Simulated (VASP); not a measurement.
A run of VASP 6.6.1 is set up as follows.

File POSCAR:

```
Ge
1.0
    1.4749243616     -2.7452794234      0.0000000000
    1.4749243616      2.7452794234      0.0000000000
    0.0000000000      0.0000000000      2.4211688516
Ge
1
Direct
    0.5000000000      0.5000000000      0.0000000000
```

File INCAR.step1:

```
SYSTEM = Ge
ALGO = Normal
EDIFF = 1E-4
ENCUT = 520
GGA = PE
ISMEAR = 0
LASPH = .TRUE.
LCHARG = .FALSE.
LREAL = .FALSE.
LWAVE = .TRUE.
NBANDS = 13
NELM = 100
PREC = Accurate
SIGMA = 0.15
```

The input INCAR.step2:

```
SYSTEM = Ge
ALGO = Normal
EDIFF = 1E-7
ENCUT = 520
ISIF = 2
ISMEAR = 0
ISTART = 1
LASPH = .TRUE.
LCHARG = .FALSE.
LMIXTAU = .TRUE.
LREAL = .FALSE.
LWAVE = .FALSE.
METAGGA = R2SCAN
NBANDS = 13
NELM = 100
PREC = Accurate
SIGMA = 0.15
```

KPOINTS

```
k-points
0
G
  22 22 20
  0 0 0
```

Potentials or basis: VASP PAW PBE potentials, release 64 (Ge_d).

Run with:

```console
$ cat potpaw_PBE.64/Ge_d/POTCAR > POTCAR
$ cp INCAR.step1 INCAR
$ mpirun -np 1 vasp_std > vasp.out
$ cp INCAR.step2 INCAR
$ mpirun -np 1 vasp_std > vasp.out
```

(1) What does it give for the pressure?

(2) What does it give for the band gap on the k mesh?

## Answers

(1) 0.6 GPa.

(2) zero (bands 7 and 8 overlap by 9.13 eV).

Caveat: the stress differs along the axes, from -9 to 20 GPa; the PAW data sets were made with another functional, which shifts forces and pressure a little.
